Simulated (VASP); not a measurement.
Wanted: the native input for a VASP 6.6.1 run.

```yaml
Task: single point
Functional: PBE
Potentials_or_basis: VASP PAW PBE potentials, release 64 (Zn, Sn_d, N)
Cutoff: 520 eV
k_mesh: 6 × 6 × 2
Occupations: gaussian, width 0.2 eV
Spin: no spin polarisation
Dipole_correction: no
Further_INCAR_settings: ALGO = Normal; EDIFF = 1e-06; NBANDS = 60
```

The structure of Zn2Sn5N lies in POSCAR:

```
Zn2Sn5N
1.0
    3.8805053476      0.0000000000      0.0000000000
    0.0000000000      3.8805053476      0.0000000000
    0.0000000000      0.0000000000     12.4492386150
Zn Sn N
2 5 1
Direct
    0.0000000000      0.5000000000      0.0000000000
    0.5000000000      0.0000000000      0.0000000000
    0.0000000000      0.0000000000      0.3486750715
    0.0000000000      0.0000000000      0.6513249285
    0.5000000000      0.5000000000      0.7818546334
    0.5000000000      0.5000000000      0.2181453666
    0.5000000000      0.5000000000      0.5000000000
    0.0000000000      0.0000000000      0.0000000000
```

One way to write it, as run:

INCAR

```
PREC = Accurate
ENCUT = 520
EDIFF = 1E-6
ISMEAR = 0
SIGMA = 0.2
LREAL = False
LASPH = True
NELM = 60
ALGO = Normal
ISIF = 2
LWAVE = False
LCHARG = True
GGA = PE
LELF = True
LVHAR = True
NBANDS = 60
```

KPOINTS

```
Automatic mesh
0
Gamma
  6 6 2
```

Potentials or basis: VASP PAW PBE potentials, release 64 (Zn, Sn_d, N).

Run with:

```bash
$ cat potpaw_PBE.64/Zn/POTCAR potpaw_PBE.64/Sn_d/POTCAR potpaw_PBE.64/N/POTCAR > POTCAR
$ mpirun -np 1 vasp_std > vasp.out
```

It gave:

* Pressure: 0.2 GPa
* Largest force: 0.079 eV/Å

Run time: 2.4 min on 1 thread of Intel(R) Xeon(R) Platinum 8559C (Emerald Rapids), with other jobs on the host, peak memory 0.38 GiB.
